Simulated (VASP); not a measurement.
# AlN (rocksalt type) (Fm-3m) in VASP: further runs

AlN (rocksalt type) is run at these levels: LDA; tasks: single point.

All numbers are computed with VASP 6.6.1; they aren't measurements. Logs are shortened: lines on timing, memory, paths and dates and some standing lists are left out, and cuts for length are marked.

## 1. The cell of the first run

It takes space group Fm-3m (No. 225, cubic). The conventional cell has a = 3.457 Å, b = 3.457 Å, c = 3.457 Å, α = 90.00°, β = 90.00°, γ = 90.00°. Al (site symmetry m-3m) has 6 N at 1.73 Å within 2.3 Å. N (site symmetry m-3m) has 6 Al at 1.73 Å within 2.3 Å.

## 2. Single point, LDA (volume scaled by 0.64, partial waves polarizable)

Input file INCAR:

```
PREC = Accurate ; ENCUT = 520
EDIFF = 1E-6 ; ISMEAR = -1
SIGMA = 0.1 ; LREAL = F
LASPH = T ; NELM = 100
ALGO = Normal ; ISIF = 2
LWAVE = F ; LCHARG = F
NBANDS = 11
```

Input file KPOINTS:

```
regular mesh
0
Gamma
  15 15 15
```

Input file POSCAR:

```
AlN
1.0
    0.0000000000      1.7282607509      1.7282607509
    1.7282607509      0.0000000000      1.7282607509
    1.7282607509      1.7282607509      0.0000000000
Al N
1 1
Direct
    0.0000000000      0.0000000000      0.0000000000
    0.5000000000      0.5000000000      0.5000000000
```

Potentials or basis: VASP PAW LDA potentials, release 64 (Al, N).

On the command line:

```console
cat potpaw_LDA.64/Al/POTCAR potpaw_LDA.64/N/POTCAR > POTCAR
mpirun -np 1 vasp_std > vasp.out
```

OUTCAR:

```text
PREC = Accurate
   ENCUT = 520
   EDIFF = 1E-6
   ISMEAR = -1
   LREAL = F
   LASPH = T
   NELM = 100
   ISIF = 2

 ion  position               nearest neighbor table
   1  0.000  0.000  0.000-   2 1.73   2 1.73   2 1.73   2 1.73   2 1.73   2 1.73
   2  0.500  0.500  0.500-   1 1.73   1 1.73   1 1.73   1 1.73   1 1.73   1 1.73

  LATTYP: Found a face centered cubic cell.
 ALAT       =     3.4565215018

  Lattice vectors:

 A1 = (   0.0000000000,   1.7282607509,   1.7282607509)
 A2 = (   1.7282607509,   0.0000000000,   1.7282607509)
 A3 = (   1.7282607509,   1.7282607509,   0.0000000000)

Analysis of symmetry for initial positions (statically):
=====================================================================
 Subroutine PRICEL returns:
 Original cell was already a primitive cell.

 Routine SETGRP: Setting up the symmetry group for a
 face centered cubic supercell.

 Subroutine GETGRP returns: Found 48 space group operations
 (whereof 48 operations were pure point group operations)
 out of a pool of 48 trial point group operations.

The static configuration has the point symmetry O_h .

Analysis of symmetry for dynamics (positions and initial velocities):
=====================================================================
 Subroutine PRICEL returns:
 Original cell was already a primitive cell.

 Routine SETGRP: Setting up the symmetry group for a
 face centered cubic supercell.

 Subroutine GETGRP returns: Found 48 space group operations
 (whereof 48 operations were pure point group operations)
 out of a pool of 48 trial point group operations.

The dynamic configuration has the point symmetry O_h .

 Subroutine INISYM returns: Found 48 space group operations
 (whereof 48 operations are pure point group operations),
 and found     1 'primitive' translations

----------------------------------------------------------------------------------------

                                     Primitive cell

  volume of cell :      10.3242

  direct lattice vectors                    reciprocal lattice vectors
     0.000000000  1.728260751  1.728260751    -0.289308196  0.289308196  0.289308196
     1.728260751  0.000000000  1.728260751     0.289308196 -0.289308196  0.289308196
     1.728260751  1.728260751  0.000000000     0.289308196  0.289308196 -0.289308196

  length of vectors
     2.444129793  2.444129793  2.444129793     0.501096494  0.501096494  0.501096494

  position of ions in fractional coordinates (direct lattice)
[... 74 lines left out ...]
   LNONCOLLINEAR =      F non collinear calculations
   LSORBIT =      F    spin-orbit coupling
   LASPH  =      T    aspherical Exc in radial PAW
   ENCUT  =  520.0 eV  38.22 Ry    6.18 a.u.   4.54  4.54  4.54*2*pi/ulx,y,z
   NELM   =    100;   NELMIN=  2; NELMDL= -5     # of ELM steps
   EDIFF  = 0.1E-05   stopping-criterion for ELM
   LREAL  =      F    real-space projection
[... 7 lines left out ...]
   TEBEG  =    0.0;   TEEND  =   0.0 temperature during run
   PSTRESS=    0.0 pullay stress
   NELECT =       8.0000    total number of electrons
   NUPDOWN=      -1.0000    fix difference up-down
   EMIN   =  10.00;   EMAX   =-10.00  energy-range for DOS
   EFERMI =   0.00;   METHOD = LEGACY
   ISMEAR =    -1;   SIGMA  =   0.10  broadening in eV -4-tet -1-fermi 0-gaus
   EFERMI_NEDOS =   21; number of points for ismear=-14 and -15
   IALGO  =     38    algorithm
   IMIX   =      4    mixing-type and parameters
     AMIX     =   0.40;   BMIX     =  1.00
     AMIX_MAG =   1.60;   BMIX_MAG =  1.00
  volume/ion in A,a.u.               =       5.16        34.84
  Fermi-wavevector in a.u.,A,eV,Ry     =   1.503669  2.841522 30.763048  2.261020
  Thomas-Fermi vector in A             =   2.614749
   LORBIT       =      0    0 simple, 1 ext, 2 COOP (PROOUT), +10 PAW based schemes
   GGA     = CA    functional components
   LHFCALC =     F    Hartree Fock is set to
   AEXX    =    0.0000 exact exchange contribution
   IVDW    =     0    specifies the selected vdW correction
   LEPSILON=     F    determine dielectric tensor
   LRPA    =     F    only Hartree local field effects (RPA)
 non-spin polarized calculation
  energy-cutoff  :      520.00
  volume of cell :       10.32
 maximum number of plane-waves:       292
   NGX =  9   NGY =  9   NGZ =  9

 number of electron       7.9999999 magnetization

 Free energy of the ion-electron system (eV)
  ---------------------------------------------------
  ext. energy  EPLUGINS =         0.00000000
  ---------------------------------------------------
  free energy    TOTEN  =       -12.45117852 eV

  energy without entropy =      -12.45117852  energy(sigma->0) =      -12.45117852

 E-fermi :  19.0782     XC(G=0): -14.9470

 val. band max:       17.2394360175   @ k =   0.0000   0.0000   0.0000
 cond. band min:      21.0360888214   @ k =   0.4667   0.4667   0.0000
 fundamental gap:      3.7966528039
 Fermi energy:        19.0782192299

 k-point     1 :       0.0000    0.0000    0.0000
  band No.  band energies     occupation
      1      -5.2284      2.00000
      2      17.2394      2.00000
      3      17.2394      2.00000
      4      17.2394      2.00000
      5      30.5135      0.00000
      6      30.5135      0.00000
      7      30.5135      0.00000
      8      31.6165      0.00000
      9      37.2298      0.00000
     10      38.4641      0.00000
     11      38.4641      0.00000
[... 309 lines left out ...]
 k-point    24 :       0.2000    0.1333    0.0000
  band No.  band energies     occupation
      1      -4.0141      2.00000
      2      14.2345      2.00000
      3      15.7371      2.00000
      4      15.7904      2.00000
      5      26.5568      0.00000
      6      32.4990      0.00000
      7      33.7059      0.00000
      8      33.7711      0.00000
      9      35.2181      0.00000
     10      39.5099      0.00000
     11      44.3967      0.00000

 [... further k-points ...]
[... 5 lines left out ...]
  --------------------------------------------------------------------------------------
  -------------------------------------------------------------------------------------
  Total       19.2508972     19.2508972     19.2508972      0.0000000      0.0000000      0.0000000
  in kB     2987.4714303   2987.4714303   2987.4714303      0.0000000      0.0000000      0.0000000
  external PRESSURE =    2987.4714303 kB  Pullay stress =       0.0000000 kB

 VOLUME and BASIS-vectors are now :
 -----------------------------------------------------------------------------
  energy-cutoff  :      520.00
  volume of cell :       10.32
      direct lattice vectors                 reciprocal lattice vectors
     0.000000000  1.728260751  1.728260751    -0.289308196  0.289308196  0.289308196
     1.728260751  0.000000000  1.728260751     0.289308196 -0.289308196  0.289308196
     1.728260751  1.728260751  0.000000000     0.289308196  0.289308196 -0.289308196

 POSITION                                       TOTAL-FORCE (eV/Angst)
 -----------------------------------------------------------------------------------
      0.00000      0.00000      0.00000         0.000000      0.000000      0.000000
      1.72826      1.72826      1.72826        -0.000000     -0.000000      0.000000
 -----------------------------------------------------------------------------------
    total drift:                               -0.000000     -0.000000     -0.000000

  FREE ENERGIE OF THE ION-ELECTRON SYSTEM (eV)
  ---------------------------------------------------
  free  energy   TOTEN  =       -12.4511785221 eV

  energy  without entropy=      -12.4511785219  energy(sigma->0) =      -12.45117852
```

It took 12 s on 1 thread of AMD EPYC 7R43 (Zen 3), shared host; peak memory 0.08 GiB.

What came out:

```yaml
Free_energy: -12.4512 eV
Pressure: 298.7 GPa
Band_gap_on_the_k_mesh: 3.80 eV, indirect (least direct gap 7.99 eV)
```

 A k mesh can miss the band edges.

## 3. Single point, LDA (volume scaled by 0.72)

Input file INCAR:

```
PREC     = Accurate       # precision mode
ENCUT    = 520            # plane-wave cutoff, eV
EDIFF    = 1E-6           # SCF threshold, eV
ISMEAR   = -1             # smearing method
SIGMA    = 0.1            # smearing width, eV
LREAL    = F              # projectors in reciprocal space
LASPH    = T              # aspherical terms in the spheres
NELM     = 80             # most SCF steps
ALGO     = Normal         # electronic algorithm
ISIF     = 2              # what is computed and relaxed
LWAVE    = F              # write WAVECAR
LCHARG   = F              # write CHGCAR
GGA      = CA             # functional
NBANDS   = 11             # bands
```

KPOINTS is that of step 2.

Input file POSCAR:

```
AlN
1.0
    0.0000000000      1.7974636150      1.7974636150
    1.7974636150      0.0000000000      1.7974636150
    1.7974636150      1.7974636150      0.0000000000
Al N
1 1
Direct
    0.0000000000      0.0000000000      0.0000000000
    0.5000000000      0.5000000000      0.5000000000
```

Potentials or basis: VASP PAW LDA potentials, release 64 (Al, N).

On the command line:

```console
cat potpaw_LDA.64/Al/POTCAR potpaw_LDA.64/N/POTCAR > POTCAR
mpirun -np 1 vasp_std > vasp.out
```

OUTCAR:

```text
PREC = Accurate
   ENCUT = 520
   EDIFF = 1E-6
   ISMEAR = -1
   LREAL = F
   LASPH = T
   NELM = 80
   ISIF = 2
   GGA = CA

 ion  position               nearest neighbor table
   1  0.000  0.000  0.000-   2 1.80   2 1.80   2 1.80   2 1.80   2 1.80   2 1.80
   2  0.500  0.500  0.500-   1 1.80   1 1.80   1 1.80   1 1.80   1 1.80   1 1.80

  LATTYP: Found a face centered cubic cell.
 ALAT       =     3.5949272300

  Lattice vectors:

 A1 = (   0.0000000000,   1.7974636150,   1.7974636150)
 A2 = (   1.7974636150,   0.0000000000,   1.7974636150)
 A3 = (   1.7974636150,   1.7974636150,   0.0000000000)

Analysis of symmetry for initial positions (statically):
=====================================================================
 Subroutine PRICEL returns:
 Original cell was already a primitive cell.

 Routine SETGRP: Setting up the symmetry group for a
 face centered cubic supercell.

 Subroutine GETGRP returns: Found 48 space group operations
 (whereof 48 operations were pure point group operations)
 out of a pool of 48 trial point group operations.

The static configuration has the point symmetry O_h .

[... 162 lines left out ...]
 cond. band min:      19.3523475431   @ k =   0.4667   0.4667   0.0000
 fundamental gap:      4.2895338129
 Fermi energy:        17.0230451999

 k-point     1 :       0.0000    0.0000    0.0000
  band No.  band energies     occupation
      1      -5.9988      2.00000
      2      15.0628      2.00000
      3      15.0628      2.00000
      4      15.0628      2.00000
      5      26.9223      0.00000
      6      28.0732      0.00000
      7      28.0732      0.00000
      8      28.0732      0.00000
      9      34.3749      0.00000
     10      35.3600      0.00000
     11      35.3600      0.00000
[... 309 lines left out ...]
 k-point    24 :       0.2000    0.1333    0.0000
  band No.  band energies     occupation
      1      -4.8922      2.00000
      2      12.2593      2.00000
      3      13.7391      2.00000
      4      13.8038      2.00000
      5      24.4071      0.00000
      6      28.2484      0.00000
      7      30.4009      0.00000
      8      30.8347      0.00000
      9      31.6916      0.00000
     10      36.2256      0.00000
     11      40.5149      0.00000

 [... further k-points ...]
[... 5 lines left out ...]
  --------------------------------------------------------------------------------------
  -------------------------------------------------------------------------------------
  Total       12.7283984     12.7283984     12.7283984      0.0000000      0.0000000      0.0000000
  in kB     1755.7958745   1755.7958745   1755.7958745      0.0000000      0.0000000      0.0000000
  external PRESSURE =    1755.7958745 kB  Pullay stress =       0.0000000 kB

 VOLUME and BASIS-vectors are now :
 -----------------------------------------------------------------------------
  energy-cutoff  :      520.00
  volume of cell :       11.61
      direct lattice vectors                 reciprocal lattice vectors
     0.000000000  1.797463615  1.797463615    -0.278169748  0.278169748  0.278169748
     1.797463615  0.000000000  1.797463615     0.278169748 -0.278169748  0.278169748
     1.797463615  1.797463615  0.000000000     0.278169748  0.278169748 -0.278169748

 POSITION                                       TOTAL-FORCE (eV/Angst)
 -----------------------------------------------------------------------------------
      0.00000      0.00000      0.00000        -0.000000     -0.000000     -0.000000
      1.79746      1.79746      1.79746         0.000000      0.000000      0.000000
 -----------------------------------------------------------------------------------
    total drift:                                0.000000      0.000000      0.000000

  FREE ENERGIE OF THE ION-ELECTRON SYSTEM (eV)
  ---------------------------------------------------
  free  energy   TOTEN  =       -14.3243266831 eV

  energy  without entropy=      -14.3243266830  energy(sigma->0) =      -14.32432668
```

OSZICAR:

```text
N       E                     dE             d eps       ncg     rms          rms(c)
DAV:   1     0.101406776513E+02    0.10141E+02   -0.44519E+03  2776   0.653E+02
DAV:   2    -0.163799845160E+02   -0.26521E+02   -0.25505E+02  3117   0.142E+02
DAV:   3    -0.168619571691E+02   -0.48197E+00   -0.48108E+00  3123   0.158E+01
DAV:   4    -0.168630144788E+02   -0.10573E-02   -0.10573E-02  2928   0.914E-01
DAV:   5    -0.168630181071E+02   -0.36282E-05   -0.36282E-05  3114   0.490E-02    0.101E+01
DAV:   6    -0.144729295643E+02    0.23901E+01   -0.74073E+00  2769   0.164E+01    0.411E+00
DAV:   7    -0.143468325708E+02    0.12610E+00   -0.43382E-01  3018   0.426E+00    0.226E+00
DAV:   8    -0.143244469602E+02    0.22386E-01   -0.10984E-02  2799   0.989E-01    0.325E-01
DAV:   9    -0.143243420010E+02    0.10496E-03   -0.48617E-04  3075   0.138E-01    0.186E-01
DAV:  10    -0.143243271045E+02    0.14897E-04   -0.16130E-05  2892   0.307E-02    0.184E-02
DAV:  11    -0.143243266831E+02    0.42138E-06   -0.96832E-07  1907   0.676E-03
   1 F= -.14324327E+02 E0= -.14324327E+02  d E =-.538026E-10
```

stdout:

```text
POSCAR found type information on POSCAR AlN
 POSCAR found :  2 types and       2 ions
 scaLAPACK will be used
 LDA part: xc-table for (Slater(with rela. corr.)+CA(PZ))
 , standard interpolation
 POSCAR, INCAR and KPOINTS ok, starting setup
 FFT: planning ... GRIDC
 FFT: planning ... GRID_SOFT
 FFT: planning ... GRID
 WAVECAR not read
 entering main loop
```

Run time: 19 s. Hardware: 1 thread of AMD EPYC 7R43 (Zen 3), shared host; peak memory 0.09 GiB.

What came out:

- Free energy: -14.3243 eV
- Pressure: 175.6 GPa
- Band gap on the k mesh: 4.29 eV, indirect (least direct gap 8.10 eV)

Levels at points of the mesh, in eV from the valence-band top:
```csv
k point,band 2,band 3,band 4,band 5,band 6,band 7
"(0.00, 0.00, 0.00)",0.00,0.00,0.00,11.86,13.01,13.01
```

 A k mesh can miss the band edges.

(Continued in part 2 of 2.)
